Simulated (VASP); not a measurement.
Set up this calculation in VASP 6.6.1, as the native input.

```yaml
Task: single point
Functional: LDA
Potentials_or_basis: VASP PAW LDA potentials, release 64 (Pb_d)
Cutoff: 520 eV
k_mesh: 18 × 18 × 18
Occupations: gaussian, width 0.15 eV
Spin: no spin polarisation
Dipole_correction: no
Further_INCAR_settings: ALGO = Fast; EDIFF = 1e-06; NBANDS = 13
```

The structure of Pb lies in POSCAR:

```
Pb
1.0
   -1.9301680775      1.9301680775      2.0786425450
    1.9301680775     -1.9301680775      2.0786425450
    1.9301680775      1.9301680775     -2.0786425450
Pb
1
Direct
    0.0000000000      0.0000000000      0.0000000000
```

This cell differs from its parent crystal: strain -0.025 along x and y, +0.050 along z.

One way to write it, as run:

INCAR

```
ALGO = Fast
EDIFF = 1E-6
ENCUT = 520
ISIF = 2
ISMEAR = 0
LASPH = True
LCHARG = False
LREAL = False
LWAVE = False
NBANDS = 13
NELM = 80
PREC = Accurate
SIGMA = 0.15
```

KPOINTS

```
k-points
0
Gamma
  18 18 18
```

Potentials or basis: VASP PAW LDA potentials, release 64 (Pb_d).

The run is started by

```sh
$ cat potpaw_LDA.64/Pb_d/POTCAR > POTCAR
$ mpirun -np 1 vasp_std > vasp.out
```

Results of the run:

```
Pressure               : -2.9 GPa
Band gap on the k mesh : zero (bands 7 and 8 overlap by 9.10 eV)
```

Caveat: the cell differs from its parent crystal (strain -0.025 along x and y, +0.050 along z); spin-orbit coupling is left out, which moves the levels of the heavy elements.

Run time: 93 s on 1 thread of Intel(R) Xeon(R) 6975P-C (Granite Rapids), with other jobs on the host, peak memory 0.28 GiB.
